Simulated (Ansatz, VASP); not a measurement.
One calculation of BiB, two programs

The input INCAR:

```
SYSTEM = BiB
  PREC = Accurate
  ENCUT = 520
  EDIFF = 1E-7
  ISMEAR = -1
  SIGMA = 0.1
  LREAL = .FALSE.
  LASPH = .TRUE.
  NELM = 60
  ALGO = Normal
  ISIF = 2
  LWAVE = .FALSE.
  LCHARG = .FALSE.
  GGA = CA
  NBANDS = 46
```

The input KPOINTS:

```
Automatic mesh
0
G
  6 5 9
  0 0 0
```

The input POSCAR:

```
BiB
1.0
    5.5292900000      0.0000000000      0.0000000000
    0.0000000000      7.3974200000      0.0000000000
    0.0000000000      0.0000000000      3.8958490000
Bi B
4 4
Direct
    0.1300000000      0.1800000000      0.2500000000
    0.8700000000      0.8200000000      0.7500000000
    0.6300000000      0.3200000000      0.7500000000
    0.3700000000      0.6800000000      0.2500000000
    0.6100000000      0.0300000000      0.2500000000
    0.3900000000      0.9700000000      0.7500000000
    0.1100000000      0.4700000000      0.7500000000
    0.8900000000      0.5300000000      0.2500000000
```

Input for Ansatz:

```yaml
crystal:
  lattice:
    - [5.52929, 0.0, 0.0]
    - [0.0, 7.39742, 0.0]
    - [0.0, 0.0, 3.895849]
  atoms:
    - { symbol: Bi, position: [0.13, 0.18, 0.25] }
    - { symbol: Bi, position: [0.87, 0.82, 0.75] }
    - { symbol: Bi, position: [0.63, 0.32, 0.75] }
    - { symbol: Bi, position: [0.37, 0.68, 0.25] }
    - { symbol: B, position: [0.61, 0.03, 0.25] }
    - { symbol: B, position: [0.39, 0.97, 0.75] }
    - { symbol: B, position: [0.11, 0.47, 0.75] }
    - { symbol: B, position: [0.89, 0.53, 0.25] }
  symmetry: { tolerance: 0.0003 }
kpoints:
  mp_grid: { grid: [6, 5, 9], shift: [0, 0, 0] }
  band_path:
    path:
      - [0.0, 0.0, 0.0]
      - [0.0, 0.5, 0.0]
      - [0.0, 0.5, 0.5]
      - [0.0, 0.0, 0.5]
      - [0.0, 0.0, 0.0]
      - [0.5, 0.0, 0.0]
      - [0.5, 0.5, 0.0]
      - [0.5, 0.5, 0.5]
      - [0.5, 0.0, 0.5]
    npoints: 6
magnetization:
  spin_polarized: false
scf:
  occupations: { method: fermi_dirac }
  lower_state_search: "off"
  max_iter: 200
hamiltonian:
  pseudopotentials: { kind: paw }
  xc: lda
basis:
  ecutwfc: 420
  fft_grid_basis: typed
output:
  forces: true
  stress: true
  eigenvalues: true
  bader: true
  populations: true
  elf: true
  write_potential: true
  volumetric_format: npy
  dos:
    e_range: [-12, 8]
    de: 0.05
    projected: { site_lists: { B: [B], Bi: [Bi] } }
checkpoint:
  read: saved_state
```

Alike in both runs: task single point; functional LDA; k mesh 6 × 5 × 9; no spin polarisation.

|  | VASP | Ansatz |
| --- | --- | --- |
| version | VASP 6.6.1 | Ansatz 0.2.0 |
| potentials or method | VASP PAW LDA potentials, release 64 (Bi_d, B), cutoff 520 eV | PAW plane waves |
| occupations | fermi-dirac, width 0.1 eV | fermi-dirac |
| valence electrons in the cell | 72 | 72 |

```tsv
	VASP	Ansatz	Ansatz less VASP
pressure (GPa)	-10.4	-10.4	-0.06
traceless stress, the component that is largest in VASP (GPa)	-6.72	-6.70	+0.014
rms of the force components (eV/Å)	0.360	0.360	+0.0009
```

LDA's correlation is that of Perdew and Zunger in VASP and of Perdew and Wang (1992) in Ansatz. Atom by atom the forces differ by 0.001 eV/Å (rms over components).

Spin-orbit coupling is off throughout.
